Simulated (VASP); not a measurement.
A run of VASP 6.6.1:

INCAR

```
PREC = Accurate ; ENCUT = 600
EDIFF = 1E-6 ; ISMEAR = -1
SIGMA = 0.05 ; LREAL = F
LASPH = T ; NELM = 60
ALGO = Normal ; ISIF = 3
LWAVE = F ; LCHARG = F
GGA = RP ; IBRION = 2
NSW = 60 ; EDIFFG = -0.02
```

KPOINTS

```
Automatic mesh
0
Gamma
  6 6 6
```

File POSCAR:

```
MgRe3
1.0
    0.0000000000      3.1145280000      3.1145280000
    3.1145280000      0.0000000000      3.1145280000
    3.1145280000      3.1145280000      0.0000000000
Mg Re
1 3
Direct
    0.0000000000      0.0000000000      0.0000000000
    0.2500000000      0.2500000000      0.2500000000
    0.5000000000      0.5000000000      0.5000000000
    0.7500000000      0.7500000000      0.7500000000
```

Potentials or basis: VASP PAW PBE potentials, release 64 (Mg, Re).

Launch:

```console
$ cat potpaw_PBE.64/Mg/POTCAR potpaw_PBE.64/Re/POTCAR > POTCAR
$ mpirun -np 1 vasp_std > vasp.out
```

Hardware: 1 thread of Intel Xeon 8259CL, with other jobs on the host.

Task: How long does it take, and how much memory?

Result: Run time: 82 s on 1 thread of Intel Xeon 8259CL (shared host), peak memory 0.21 GiB. Counts: scf iterations 32, k points 16, ion steps 3.
